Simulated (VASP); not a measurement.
# CaO (R-3m) in VASP: a series of runs

Runs on CaO. Level: PBE. Tasks: single point.

All numbers are computed with VASP 6.6.1; they aren't measurements. Logs are shortened: lines on timing, memory, paths and dates and some standing lists are left out, and cuts for length are marked.

## 1. The cell of the first run

It takes space group R-3m (No. 166, trigonal). Conventional cell: a = 3.259 Å, b = 3.259 Å, c = 9.580 Å, α = 90.00°, β = 90.00°, γ = 120.00°. Ca (site symmetry -3m) has 6 O at 2.47 Å and 6 Ca at 3.26 Å within 3.3 Å. O (site symmetry -3m) has 6 Ca at 2.47 Å and 6 O at 3.26 Å within 3.3 Å.

## 2. Single point, PBE

INCAR

```
PREC     = Accurate       # precision mode
ENCUT    = 520            # plane-wave cutoff, eV
EDIFF    = 1E-6           # SCF threshold, eV
ISMEAR   = 0              # smearing method
SIGMA    = 0.05           # smearing width, eV
LREAL    = False          # projectors in reciprocal space
LASPH    = True           # aspherical terms in the spheres
NELM     = 80             # most SCF steps
ALGO     = Normal         # electronic algorithm
ISIF     = 2              # what is computed and relaxed
LWAVE    = False          # write WAVECAR
LCHARG   = False          # write CHGCAR
GGA      = PE             # functional
NBANDS   = 15             # bands
```

KPOINTS

```
regular mesh
0
Gamma
  10 10 10
```

POSCAR

```
CaO
1.0
    0.3072796313      2.6118768660      2.6118768660
    2.6118768660      0.3072796313      2.6118768660
    2.6118768660      2.6118768660      0.3072796313
Ca O
1 1
Direct
    0.0000000000      0.0000000000      0.0000000000
    0.5000000000      0.5000000000      0.5000000000
```

Potentials or basis: VASP PAW PBE potentials, release 64 (Ca_sv, O).

Started as:

```bash
cat potpaw_PBE.64/Ca_sv/POTCAR potpaw_PBE.64/O/POTCAR > POTCAR
mpirun -np 1 vasp_std > vasp.out
```

OUTCAR:

```text
PREC = Accurate
   ENCUT = 520
   EDIFF = 1E-6
   ISMEAR = 0
   LREAL = False
   LASPH = True
   NELM = 80
   ISIF = 2
   GGA = PE

 ion  position               nearest neighbor table
   1  0.000  0.000  0.000-   2 2.47   2 2.47   2 2.47   2 2.47   2 2.47   2 2.47
   2  0.500  0.500  0.500-   1 2.47   1 2.47   1 2.47   1 2.47   1 2.47   1 2.47

  LATTYP: Found a trigonal (rhomboedric) cell.
 ALAT       =     3.7065107983
 COS(alpha) =     0.6134020619

  Lattice vectors:

 A1 = (   0.3072796313,   2.6118768660,   2.6118768660)
 A2 = (   2.6118768660,   0.3072796313,   2.6118768660)
 A3 = (   2.6118768660,   2.6118768660,   0.3072796313)

Analysis of symmetry for initial positions (statically):
=====================================================================
 Subroutine PRICEL returns:
 Original cell was already a primitive cell.

 Routine SETGRP: Setting up the symmetry group for a
 trigonal (rhombohedral) supercell.

 Subroutine GETGRP returns: Found 12 space group operations
 (whereof 12 operations were pure point group operations)
 out of a pool of 12 trial point group operations.

The static configuration has the point symmetry D_3d.

Analysis of symmetry for dynamics (positions and initial velocities):
=====================================================================
 Subroutine PRICEL returns:
 Original cell was already a primitive cell.

 Routine SETGRP: Setting up the symmetry group for a
 trigonal (rhombohedral) supercell.

 Subroutine GETGRP returns: Found 12 space group operations
 (whereof 12 operations were pure point group operations)
 out of a pool of 12 trial point group operations.

The dynamic configuration has the point symmetry D_3d.

 Subroutine INISYM returns: Found 12 space group operations
 (whereof 12 operations are pure point group operations),
 and found     1 'primitive' translations

----------------------------------------------------------------------------------------

                                     Primitive cell

  volume of cell :      29.3762

  direct lattice vectors                    reciprocal lattice vectors
     0.307279631  2.611876866  2.611876866    -0.229010853  0.204904447  0.204904447
     2.611876866  0.307279631  2.611876866     0.204904447 -0.229010853  0.204904447
     2.611876866  2.611876866  0.307279631     0.204904447  0.204904447 -0.229010853

  length of vectors
     3.706510798  3.706510798  3.706510798     0.369347581  0.369347581  0.369347581

  position of ions in fractional coordinates (direct lattice)
     0.000000000  0.000000000  0.000000000
     0.500000000  0.500000000  0.500000000

  ion indices of the primitive-cell ions
   primitive index   ion index
                 1           1
                 2           2

----------------------------------------------------------------------------------------

 KPOINTS: regular mesh

Automatic generation of k-mesh.
 Grid dimensions read from file:
 generate k-points for:   10   10   10

 Generating k-lattice:

  Cartesian coordinates                     Fractional coordinates (reciprocal lattice)
    -0.022901085  0.020490445  0.020490445     0.100000000 -0.000000000 -0.000000000
     0.020490445 -0.022901085  0.020490445    -0.000000000  0.100000000 -0.000000000
     0.020490445  0.020490445 -0.022901085    -0.000000000 -0.000000000  0.100000000

  Length of vectors
     0.036934758  0.036934758  0.036934758

  Shift w.r.t. Gamma in fractional coordinates (k-lattice)
     0.000000000  0.000000000  0.000000000

 Subroutine IBZKPT returns following result:
 ===========================================

 Found    116 irreducible k-points:

 Following reciprocal coordinates:
            Coordinates               Weight
  0.000000  0.000000  0.000000      1.000000
  0.100000 -0.000000  0.000000      6.000000
  0.200000 -0.000000  0.000000      6.000000
  0.300000  0.000000  0.000000      6.000000
  0.400000 -0.000000  0.000000      6.000000
  0.500000 -0.000000 -0.000000      3.000000
[... 16 lines left out ...]
  0.300000  0.300000  0.000000      6.000000
  0.400000  0.300000  0.000000     12.000000
 [... further k-points ...]
   k-points           NKPTS =    116   k-points in BZ     NKDIM =    116   number of bands    NBANDS=     15
   number of dos      NEDOS =    301   number of ions     NIONS =      2
   total plane-waves  NPLWV =  21952
   dimension x,y,z NGX =    28 NGY =   28 NGZ =   28
   dimension x,y,z NGXF=    56 NGYF=   56 NGZF=   56
   ions per type =               1   1
   NGX,Y,Z   is equivalent  to a cutoff of  12.56, 12.56, 12.56 a.u.
   NGXF,Y,Z  is equivalent  to a cutoff of  25.12, 25.12, 25.12 a.u.
 SYSTEM =  unknown system
   PREC   = accura    normal or accurate (medium, high low for compatibility)
   ISTART =      0    job   : 0-new  1-cont  2-samecut
   ICHARG =      2    charge: 1-file 2-atom 10-const
   ISPIN  =      1    spin polarized calculation?
   LNONCOLLINEAR =      F non collinear calculations
   LSORBIT =      F    spin-orbit coupling
   LASPH  =      T    aspherical Exc in radial PAW
   ENCUT  =  520.0 eV  38.22 Ry    6.18 a.u.   6.89  6.89  6.89*2*pi/ulx,y,z
   NELM   =     80;   NELMIN=  2; NELMDL= -5     # of ELM steps
   EDIFF  = 0.1E-05   stopping-criterion for ELM
   LREAL  =      F    real-space projection
   EDIFFG = 0.1E-04   stopping-criterion for IOM
   NSW    =      0    number of steps for IOM
   IBRION =     -1    ionic relax: 0-MD 1-quasi-New 2-CG
   NFREE  =      0    steps in history (QN), initial steepest desc. (CG)
   ISIF   =      2    stress and relaxation
   ISYM   =      2    0-nonsym 1-usesym 2-fastsym
   POTIM  = 0.5000    time-step for ionic-motion
   TEBEG  =    0.0;   TEEND  =   0.0 temperature during run
   PSTRESS=    0.0 pullay stress
   NELECT =      16.0000    total number of electrons
   NUPDOWN=      -1.0000    fix difference up-down
   EMIN   =  10.00;   EMAX   =-10.00  energy-range for DOS
   EFERMI =   0.00;   METHOD = LEGACY
   ISMEAR =     0;   SIGMA  =   0.05  broadening in eV -4-tet -1-fermi 0-gaus
   EFERMI_NEDOS =   21; number of points for ismear=-14 and -15
   IALGO  =     38    algorithm
   IMIX   =      4    mixing-type and parameters
     AMIX     =   0.40;   BMIX     =  1.00
     AMIX_MAG =   1.60;   BMIX_MAG =  1.00
  volume/ion in A,a.u.               =      14.69        99.12
  Fermi-wavevector in a.u.,A,eV,Ry     =   1.336953  2.526474 24.319632  1.787443
  Thomas-Fermi vector in A             =   2.465539
   LORBIT       =      0    0 simple, 1 ext, 2 COOP (PROOUT), +10 PAW based schemes
   GGA     = PE    functional components
   LHFCALC =     F    Hartree Fock is set to
   AEXX    =    0.0000 exact exchange contribution
   IVDW    =     0    specifies the selected vdW correction
   LEPSILON=     F    determine dielectric tensor
   LRPA    =     F    only Hartree local field effects (RPA)
 non-spin polarized calculation
 Gauss-broadening in eV      SIGMA  =   0.05
  energy-cutoff  :      520.00
  volume of cell :       29.38
 maximum number of plane-waves:       804
   NGX = 13   NGY = 13   NGZ = 13

 number of electron      15.9999997 magnetization

 Free energy of the ion-electron system (eV)
  ---------------------------------------------------
  ext. energy  EPLUGINS =         0.00000000
  ---------------------------------------------------
  free energy    TOTEN  =       -12.43242068 eV

  energy without entropy =      -12.43242068  energy(sigma->0) =      -12.43242068

 E-fermi :   2.8031     XC(G=0): -10.2239

 val. band max:        2.4712333299   @ k =   0.0000   0.0000   0.0000
 cond. band min:       5.4942902654   @ k =   0.5000   0.5000  -0.0000
 fundamental gap:      3.0230569356
 Fermi energy:         2.8030564260

 k-point     1 :       0.0000    0.0000    0.0000
  band No.  band energies     occupation
      1     -36.0566      2.00000
      2     -16.8230      2.00000
      3     -16.8230      2.00000
      4     -16.8159      2.00000
      5     -13.2697      2.00000
      6       1.7226      2.00000
      7       2.4712      2.00000
      8       2.4712      2.00000
      9       5.6179      0.00000
     10       7.8399      0.00000
     11       8.2381      0.00000
     12       8.2381      0.00000
     13       9.7577      0.00000
     14       9.7577      0.00000
     15      16.8014      0.00000

 k-point     2 :       0.1000   -0.0000    0.0000
  band No.  band energies     occupation
      1     -36.0460      2.00000
      2     -16.9291      2.00000
      3     -16.8349      2.00000
      4     -16.8150      2.00000
      5     -13.1656      2.00000
      6       1.5704      2.00000
      7       2.0902      2.00000
      8       2.3523      2.00000
      9       5.9967      0.00000
     10       8.1207      0.00000
     11       8.1789      0.00000
     12       8.4387      0.00000
     13       9.9076      0.00000
     14       9.9373      0.00000
     15      17.2278      0.00000

 k-point     3 :       0.2000   -0.0000    0.0000
  band No.  band energies     occupation
      1     -36.0183      2.00000
      2     -17.1848      2.00000
      3     -16.8658      2.00000
      4     -16.8116      2.00000
      5     -12.9137      2.00000
      6       1.1545      2.00000
      7       1.3498      2.00000
      8       2.0636      2.00000
      9       6.8745      0.00000
     10       7.9194      0.00000
     11       9.0019      0.00000
     12       9.0087      0.00000
     13      10.3504      0.00000
     14      10.3947      0.00000
     15      17.8428      0.00000
[... 343 lines left out ...]
 k-point    23 :       0.3000    0.3000    0.0000
  band No.  band energies     occupation
      1     -35.9766      2.00000
      2     -17.3377      2.00000
      3     -16.9419      2.00000
      4     -16.9036      2.00000
      5     -12.8298      2.00000
      6       0.4893      2.00000
      7       1.5708      2.00000
      8       2.1473      2.00000
      9       6.1071      0.00000
     10       8.6286      0.00000
     11       9.7765      0.00000
     12      10.0626      0.00000
     13      10.3385      0.00000
     14      11.8580      0.00000
     15      18.0620      0.00000

 k-point    24 :       0.4000    0.3000    0.0000
  band No.  band energies     occupation
      1     -35.9566      2.00000
      2     -17.4096      2.00000
      3     -17.0098      2.00000
      4     -16.8954      2.00000
      5     -12.8094      2.00000
      6       0.5304      2.00000
      7       1.4198      2.00000
      8       1.9110      2.00000
      9       6.1407      0.00000
     10       9.1171      0.00000
     11       9.9700      0.00000
     12      10.3531      0.00000
     13      10.7503      0.00000
     14      12.2391      0.00000
     15      17.1489      0.00000

 [... further k-points ...]

------------------------ aborting loop because EDIFF is reached ----------------------------------------

  FORCE on cell =-STRESS in cart. coord.  units (eV):
  Direction    XX          YY          ZZ          XY          YZ          ZX
  --------------------------------------------------------------------------------------
  -------------------------------------------------------------------------------------
  Total       -0.7845718     -0.7845718     -0.7845718     -2.1516219     -2.1516219     -2.1516219
  in kB      -42.7904598    -42.7904598    -42.7904598   -117.3492143   -117.3492143   -117.3492143
  external PRESSURE =     -42.7904598 kB  Pullay stress =       0.0000000 kB

 VOLUME and BASIS-vectors are now :
 -----------------------------------------------------------------------------
  energy-cutoff  :      520.00
  volume of cell :       29.38
      direct lattice vectors                 reciprocal lattice vectors
     0.307279631  2.611876866  2.611876866    -0.229010853  0.204904447  0.204904447
     2.611876866  0.307279631  2.611876866     0.204904447 -0.229010853  0.204904447
     2.611876866  2.611876866  0.307279631     0.204904447  0.204904447 -0.229010853

 POSITION                                       TOTAL-FORCE (eV/Angst)
 -----------------------------------------------------------------------------------
      0.00000      0.00000      0.00000         0.000000      0.000000      0.000000
      2.76552      2.76552      2.76552        -0.000000     -0.000000     -0.000000
 -----------------------------------------------------------------------------------
    total drift:                                0.000000      0.000000      0.000000

  FREE ENERGIE OF THE ION-ELECTRON SYSTEM (eV)
  ---------------------------------------------------
  free  energy   TOTEN  =       -12.4324206830 eV

  energy  without entropy=      -12.4324206830  energy(sigma->0) =      -12.43242068
```

Wall time 20 s (1 thread of Intel Xeon 6975P-C (Granite Rapids), shared host); peak memory 0.19 GiB.

What came out:

```yaml
Free_energy: -12.4324 eV
Pressure: -4.3 GPa
Band_gap_on_the_k_mesh: 3.02 eV, indirect (least direct gap 3.15 eV)
```

(Continued in part 2 of 3.)
